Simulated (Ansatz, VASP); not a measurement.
Given: the input of a run of Ansatz 0.2.0 on Pb.

The input input.yaml:

```yaml
crystal:
  lattice:
    - [3.5243661423, 0.0, 0.0]
    - [-1.7621830712, 3.0521906115, 0.0]
    - [0.0, 0.0, 11.49524181]
  atoms:
    - { symbol: Pb, position: [0.679131, 0.341289, 0.751027] }
    - { symbol: Pb, position: [-0.015633, -0.003635, 0.503753] }
    - { symbol: Pb, position: [0.34123, 0.680854, 0.253854] }
    - { symbol: Pb, position: [0.002417, 0.001633, 0.001465] }
kpoints:
  mp_grid: { grid: [9, 9, 3] }
scf:
  occupations: { method: fermi_dirac, width: 0.05 }
hamiltonian:
  xc: pbesol
  pseudopotentials: { kind: all_electron, lapw: { basis_error: 0.001 } }
output:
  forces: true
  stress: true
  eigenvalues: true
  populations: true
```

Potentials or basis: all-electron LAPW, scalar-relativistic.

Launch:

```console
$ ansatz run input.yaml --threads 2 --pin off --max-ram 8192MiB --backend cpu --events-out ev --progress --plain --runs-dir out
```

Q: Set up the same calculation for VASP 6.6.1. Potentials there: VASP PAW PBE potentials, release 64 (Pb_d).

A: As run (the cutoff follows the program's own potentials):

The input INCAR:

```
SYSTEM = Pb
PREC = Accurate
ENCUT = 520
EDIFF = 1E-6
ISMEAR = -1
SIGMA = 0.05
LREAL = .FALSE.
LASPH = .TRUE.
NELM = 60
ALGO = Fast
ISIF = 2
LWAVE = .FALSE.
LCHARG = .FALSE.
GGA = PS
NBANDS = 36
```

Contents of KPOINTS:

```
Automatic mesh
0
G
  9 9 3
  0 0 0
```

File POSCAR:

```
Pb
1.0
    3.5243661423      0.0000000000      0.0000000000
   -1.7621830712      3.0521906115      0.0000000000
    0.0000000000      0.0000000000     11.4952418100
Pb
4
Direct
    0.6791310000      0.3412890000      0.7510270000
   -0.0156330000     -0.0036350000      0.5037530000
    0.3412300000      0.6808540000      0.2538540000
    0.0024170000      0.0016330000      0.0014650000
```

Potentials or basis: VASP PAW PBE potentials, release 64 (Pb_d).

Command:

```console
$ cat potpaw_PBE.64/Pb_d/POTCAR > POTCAR
$ mpirun -np 1 vasp_std > vasp.out
```

Both were run:

|  | VASP | Ansatz | Ansatz less VASP |
| --- | --- | --- | --- |
| gap on the k mesh at the Fermi level (eV) | none | none | - |
| pressure (GPa) | -1.6 | -1.5 | +0.07 |
| traceless stress, the component that is largest in VASP (GPa) | 0.32 | 0.32 | +0.003 |
| rms of the force components (eV/Å) | 0.029 | 0.029 | 0.0000 |

VASP's potentials were made for PBE, not for PBEsol. Atom by atom the forces differ by 0.000 eV/Å (rms over components). A gap of «none» marks a metal or a gap that the smearing closes. Ansatz ran all-electron here, and VASP with PAW potentials.

Neither program's run includes spin-orbit coupling.
